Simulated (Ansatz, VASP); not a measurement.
**Al: VASP beside Ansatz**

INCAR

```
PREC     = Accurate       # precision mode
ENCUT    = 520            # plane-wave cutoff, eV
EDIFF    = 1E-6           # SCF threshold, eV
ISMEAR   = 0              # smearing method
SIGMA    = 0.15           # smearing width, eV
LREAL    = F              # projectors in reciprocal space
LASPH    = T              # aspherical terms in the spheres
NELM     = 80             # most SCF steps
ALGO     = Fast           # electronic algorithm
ISIF     = 2              # what is computed and relaxed
LWAVE    = F              # write WAVECAR
LCHARG   = F              # write CHGCAR
GGA      = PS             # functional
IVDW     = 12             # dispersion correction
NBANDS   = 10             # bands
```

KPOINTS

```
Automatic mesh
0
Gamma
  18 18 10
```

POSCAR

```
Al
1.0
    2.8265176283      0.0000000000      0.0000000000
   -1.4132588141      2.4234794925      0.0000000000
    0.0000000000      0.0000000000      4.8668500000
Al
2
Direct
    0.6666666667      0.3333333333      0.7500000000
    0.3333333333      0.6666666667      0.2500000000
```

Input for Ansatz:

```yaml
crystal:
  lattice:
    - [2.8265176283, 0.0, 0.0]
    - [-1.4132588141, 2.4234794925, 0.0]
    - [0.0, 0.0, 4.86685]
  atoms:
    - { symbol: Al, position: [0.6666666667, 0.3333333333, 0.75] }
    - { symbol: Al, position: [0.3333333333, 0.6666666667, 0.25] }
basis:
  ecutwfc: 420
kpoints:
  mp_grid: { grid: [18, 18, 10] }
hamiltonian:
  xc: pbesol
  dispersion: d3bj
scf:
  occupations: { method: gaussian, width: 0.15 }
output:
  forces: true
  stress: true
  eigenvalues: true
  write_density: true
  write_potential: true
  elf: true
  volumetric_format: npy
```

Change from the starting cell: strain +0.0050 x Voigt [1, -1, 0, 0, 0, 0], atoms carried along.

Alike in both runs: task single point; functional PBEsol; dispersion D3(BJ); k mesh 18 × 18 × 10; occupations gaussian, width 0.15 eV; no spin polarisation.

|  | VASP | Ansatz |
| --- | --- | --- |
| version | VASP 6.6.1 | Ansatz 0.2.0 |
| potentials or method | VASP PAW PBE potentials, release 64 (Al), cutoff 520 eV | scalar-relativistic, plane waves, PAW |
| valence electrons in the cell | 6 | 6 |

```tsv
	VASP	Ansatz	Ansatz less VASP
gap on the k mesh at the Fermi level (eV)	none	none	-
pressure (GPa)	-4.4	-4.4	-0.06
traceless stress, the component that is largest in VASP (GPa)	-1.48	-1.46	+0.018
```

VASP's potentials were made for PBE, not for PBEsol. A gap of «none» marks a metal or a gap that the smearing closes.
